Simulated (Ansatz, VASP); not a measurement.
Two plane-wave programs on Na2MoH6

```
CELL_PARAMETERS angstrom
3.43586 0.00000 0.00000
0.00000 3.43586 0.00000
0.00000 0.00000 8.60597
ATOMIC_POSITIONS crystal
Na 0.50000 0.50000 0.29832
Na 0.50000 0.50000 0.70168
H 0.50000 0.00000 0.00000
H 0.50000 0.00000 0.50000
H 0.00000 0.50000 0.00000
H 0.00000 0.50000 0.50000
H 0.00000 0.00000 0.21270
H 0.00000 0.00000 0.78730
Mo 0.00000 0.00000 0.00000
```

Change from the starting cell: ordered vacancies on the cation sites of perovskite (P4/mmm, No. 123).

Alike in both runs: functional PBE; k mesh 4 × 4 × 2; occupations gaussian, width 0.1 eV; no spin polarisation.

Ansatz relaxed the structure, and its values are those at the end. VASP's run is a single point on that final structure, the one shown.

|  | VASP | Ansatz |
| --- | --- | --- |
| version | VASP 6.6.1 | Ansatz 0.2.0 |
| potentials or method | VASP PAW PBE potentials, release 64 (Na_pv, H, Mo_sv), cutoff 520 eV | scalar-relativistic, plane waves, PAW |
| valence electrons in the cell | 34 | 38 |

|  | VASP | Ansatz | Ansatz less VASP |
| --- | --- | --- | --- |
| gap on the k mesh at the Fermi level (eV) | none | none | - |
| pressure (GPa) | -0.1 | -0.1 | +0.04 |

A gap of «none» marks a metal or a gap that the smearing closes. VASP's potentials hold 34 valence electrons a cell and Ansatz's 38, so a difference there can come from the potentials and not from the codes.

The k mesh is coarse, so the values compare programs but aren't converged.
